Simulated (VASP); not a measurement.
BeS, 2 atoms in the cell. The structure is cubic, space group F-43m (No. 216). The conventional cell has a = 4.866 Å, b = 4.866 Å, c = 4.866 Å, α = 90.00°, β = 90.00°, γ = 90.00°. Be (site symmetry -43m) has 4 S at 2.11 Å within 2.8 Å. S (site symmetry -43m) has 4 Be at 2.11 Å within 2.8 Å. 

| Item | Value |
| --- | --- |
| Program | VASP 6.6.1 |
| Task | single point |
| Functional | PBE |
| Potentials or basis | VASP PAW PBE potentials, release 64 (Be, S) |
| Cutoff | 600 eV |
| k mesh | 8 × 8 × 8 |
| Occupations | gaussian, width 0.1 eV |
| Spin | no spin polarisation |
| Dipole correction | no |
| Further INCAR settings | ALGO = Normal; EDIFF = 1e-06; NBANDS = 11 |

Potentials or basis: VASP PAW PBE potentials, release 64 (Be, S).

Command:

```bash
$ cat potpaw_PBE.64/Be/POTCAR potpaw_PBE.64/S/POTCAR > POTCAR
$ mpirun -np 1 vasp_std > vasp.out
```

Hardware: 1 thread of Intel(R) Xeon(R) 6975P-C (Granite Rapids), with other jobs on the host.

Question: Estimate the wall time of this run.

Answer: Run time: 5.2 s on 1 thread of Intel(R) Xeon(R) 6975P-C (Granite Rapids), on a shared host, peak memory 0.15 GiB. Counts: scf iterations 12, k points 29.
